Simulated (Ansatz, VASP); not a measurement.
## SiO2 in VASP and in Ansatz

File INCAR:

```
PREC     = Accurate       # precision mode
ENCUT    = 600            # plane-wave cutoff, eV
EDIFF    = 1E-6           # SCF threshold, eV
ISMEAR   = -1             # smearing method
SIGMA    = 0.08           # smearing width, eV
LREAL    = False          # projectors in reciprocal space
LASPH    = True           # aspherical terms in the spheres
NELM     = 120            # most SCF steps
ALGO     = Normal         # electronic algorithm
ISIF     = 2              # what is computed and relaxed
LWAVE    = False          # write WAVECAR
LCHARG   = False          # write CHGCAR
NBANDS   = 25             # bands
GGA_COMPAT= False
```

File KPOINTS:

```
Automatic mesh
0
Gamma
  8 8 11
```

The input POSCAR:

```
SiO2
1.0
    4.1548573945      0.0000000000      0.0000000000
    0.0000000000      4.1548573945      0.0000000000
    0.0000000000      0.0000000000      2.6614412670
Si O
2 4
Direct
    0.0000000000      0.0000000000      0.0000000000
    0.5000000000      0.5000000000      0.5000000000
    0.3055797227      0.3055797227      0.0000000000
    0.6944202773      0.6944202773      0.0000000000
    0.8055797227      0.1944202773      0.5000000000
    0.1944202773      0.8055797227      0.5000000000
```

Input for Ansatz:

```yaml
crystal:
  lattice:
    - [4.1548573945, 0.0, 0.0]
    - [0.0, 4.1548573945, 0.0]
    - [0.0, 0.0, 2.661441267]
  atoms:
    - { symbol: Si, position: [0.0, 0.0, 0.0] }
    - { symbol: Si, position: [0.5, 0.5, 0.5] }
    - { symbol: O, position: [0.3055797227, 0.3055797227, 0.0] }
    - { symbol: O, position: [0.6944202773, 0.6944202773, 0.0] }
    - { symbol: O, position: [0.8055797227, 0.1944202773, 0.5] }
    - { symbol: O, position: [0.1944202773, 0.8055797227, 0.5] }
kpoints:
  mp_grid: { grid: [8, 8, 11] }
  band_path:
    path:
      - [0.0, 0.0, 0.0]
      - [0.0, 0.5, 0.0]
      - [0.5, 0.5, 0.0]
      - [0.0, 0.0, 0.0]
      - [0.0, 0.0, 0.5]
      - [0.0, 0.5, 0.5]
      - [0.5, 0.5, 0.5]
      - [0.0, 0.0, 0.5]
      - [0.0, 0.5, 0.0]
    npoints: 14
scf:
  occupations: { method: fermi_dirac, width: 0.08 }
hamiltonian:
  xc: lda
  pseudopotentials: { kind: all_electron, lapw: { basis_error: 0.001 } }
output:
  forces: true
  stress: true
  eigenvalues: true
  populations: true
  dos: { projected: true, de: 0.2, e_range: [-14, 8] }
```

Alike in both runs: task single point; functional LDA; k mesh 8 × 8 × 11; occupations fermi-dirac, width 0.08 eV; no spin polarisation.

|  | VASP | Ansatz |
| --- | --- | --- |
| version | VASP 6.6.1 | Ansatz 0.2.0 |
| potentials or method | VASP PAW LDA potentials, release 64 (Si, O), cutoff 600 eV | all-electron LAPW, scalar-relativistic |

```csv
,VASP,Ansatz,Ansatz less VASP
gap on the k mesh at the Fermi level (eV),5.82,5.82,0.000
pressure (GPa),0.6,0.1,-0.50
"traceless stress, the component that is largest in VASP (GPa)",0.59,0.04,-0.551
rms of the force components (eV/Å),0.017,0.000,-0.0170
```

LDA's correlation is that of Perdew and Zunger in VASP and of Perdew and Wang (1992) in Ansatz. Atom by atom the forces differ by 0.017 eV/Å (rms over components). Ansatz ran all-electron here, and VASP with PAW potentials.
